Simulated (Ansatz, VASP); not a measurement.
**RbZn2: VASP beside Ansatz**

INCAR

```
PREC     = Accurate       # precision mode
ENCUT    = 600            # plane-wave cutoff, eV
EDIFF    = 1E-6           # SCF threshold, eV
ISMEAR   = 0              # smearing method
SIGMA    = 0.1            # smearing width, eV
LREAL    = F              # projectors in reciprocal space
LASPH    = T              # aspherical terms in the spheres
NELM     = 80             # most SCF steps
ALGO     = Fast           # electronic algorithm
ISIF     = 3              # what is computed and relaxed
LWAVE    = F              # write WAVECAR
LCHARG   = F              # write CHGCAR
GGA      = PE             # functional
IBRION   = 2              # ionic algorithm
NSW      = 100            # ionic steps
EDIFFG   = -0.01          # ionic threshold
```

Contents of KPOINTS:

```
Automatic mesh
0
Gamma
  12 12 8
```

Contents of POSCAR:

```
RbZn2
1.0
    4.4866852151      0.0000000000      0.0000000000
   -2.2433426075      3.8855833750      0.0000000000
    0.0000000000      0.0000000000      5.5263713927
Rb Zn
1 2
Direct
    0.0000000000      0.0000000000      0.0000000000
    0.3333333333      0.6666666667      0.5000000000
    0.6666666667      0.3333333333      0.5000000000
```

Input for Ansatz:

```yaml
crystal:
  lattice:
    - [4.4866852151, 0.0, 0.0]
    - [-2.2433426075, 3.885583375, 0.0]
    - [0.0, 0.0, 5.5263713927]
  atoms:
    - { symbol: Rb, position: [0.0, 0.0, 0.0] }
    - { symbol: Zn, position: [0.3333333333, 0.6666666667, 0.5] }
    - { symbol: Zn, position: [0.6666666667, 0.3333333333, 0.5] }
basis:
  ecutwfc: 420
kpoints:
  mp_grid: { grid: [12, 12, 8] }
hamiltonian:
  xc: pbe
scf:
  occupations: { method: gaussian, width: 0.1 }
output:
  forces: true
  stress: true
  eigenvalues: true
relax:
  adjacent_minimum: "off"
  f_tol: 0.01
  max_steps: 80
  cell: { stress_tol: 0.05 }
```

Alike in both runs: task relaxation of cell and atoms; functional PBE; k mesh 12 × 12 × 8; occupations gaussian, width 0.1 eV; no spin polarisation.

|  | VASP | Ansatz |
| --- | --- | --- |
| version | VASP 6.6.1 | Ansatz 0.2.0 |
| potentials or method | VASP PAW PBE potentials, release 64 (Rb_sv, Zn), cutoff 600 eV | scalar-relativistic, plane waves, PAW |
| valence electrons in the cell | 33 | 33 |

Ansatz gave:

- gap on the k mesh at the Fermi level, each at its own relaxed structure (eV): none
- relaxed volume (Å³/atom): 32.57
- relaxed length of the cell vector where the two differ most in proportion (Å): 5.522

Problem. Which values does VASP return?

Solution. gap on the k mesh at the Fermi level, each at its own relaxed structure (eV): none; relaxed volume (Å³/atom): 32.60; relaxed length of the cell vector where the two differ most in proportion (Å): 5.513.

A gap of «none» marks a metal or a gap that the smearing closes.
